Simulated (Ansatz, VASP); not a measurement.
## Two plane-wave programs on CdH2O2

INCAR

```
  PREC = Accurate
  ENCUT = 600
  EDIFF = 1E-6
  ISMEAR = 0
  SIGMA = 0.01
  LREAL = F
  LASPH = T
  NELM = 120
  ALGO = Normal
  ISIF = 2
  LWAVE = F
  LCHARG = T
  GGA = B5
  ALDAX = 1.0
  AGGAX = 1.0
  AGGAC = 1.0
  ALDAC = 0.0
  LELF = T
  LVHAR = T
  NBANDS = 25
  GGA_COMPAT = F
```

Contents of KPOINTS:

```
Automatic mesh
0
Gamma
  6 6 4
```

File POSCAR:

```
CdH2O2
1.0
    3.5155260000      0.0000000000      0.0000000000
   -1.7577630000      3.0445350000      0.0000000000
    0.0000000000      0.0000000000      4.6429790000
Cd H O
1 2 2
Direct
    0.0000000000      0.0000000000      0.0000000000
    0.6666666667      0.3333333333      0.5509610000
    0.3333333333      0.6666666667      0.4490390000
    0.6666666667      0.3333333333      0.7593720000
    0.3333333333      0.6666666667      0.2406280000
```

Input for Ansatz:

```yaml
crystal:
  lattice:
    - [3.515526, 0.0, 0.0]
    - [-1.757763, 3.044535, 0.0]
    - [0.0, 0.0, 4.642979]
  atoms:
    - { symbol: Cd, position: [0.0, 0.0, 0.0] }
    - { symbol: H, position: [0.6666666666666666, 0.3333333333333333, 0.550961] }
    - { symbol: H, position: [0.3333333333333333, 0.6666666666666666, 0.449039] }
    - { symbol: O, position: [0.6666666666666666, 0.3333333333333333, 0.759372] }
    - { symbol: O, position: [0.3333333333333333, 0.6666666666666666, 0.240628] }
kpoints:
  mp_grid:
    grid: [6, 6, 4]
hamiltonian:
  xc: blyp
scf:
  occupations:
    method: fixed
output:
  forces: true
  stress: true
```

Alike in both runs: task single point; functional BLYP; k mesh 6 × 6 × 4; no spin polarisation.

|  | VASP | Ansatz |
| --- | --- | --- |
| version | VASP 6.6.1 | Ansatz 0.2.0 |
| potentials or method | VASP PAW PBE potentials, release 64 (Cd_sv_GW, H, O) | plane waves, PAW |
| plane-wave cutoff (eV) | 600 | 420 |
| occupations | gaussian, width 0.01 eV | fixed |
| valence electrons in the cell | 34 | 34 |

Ansatz gave:

* pressure (GPa): 6.4
* traceless stress, the component that is largest in VASP (GPa): -0.57
* rms of the force components (eV/Å): 0.045

What did VASP give for the same quantities?

Pressure (GPa): 6.2; traceless stress, the component that is largest in VASP (GPa): 0.13; rms of the force components (eV/Å): 0.118.

VASP's potentials were made for PBE, not for BLYP. Atom by atom the forces differ by 0.082 eV/Å (rms over components).
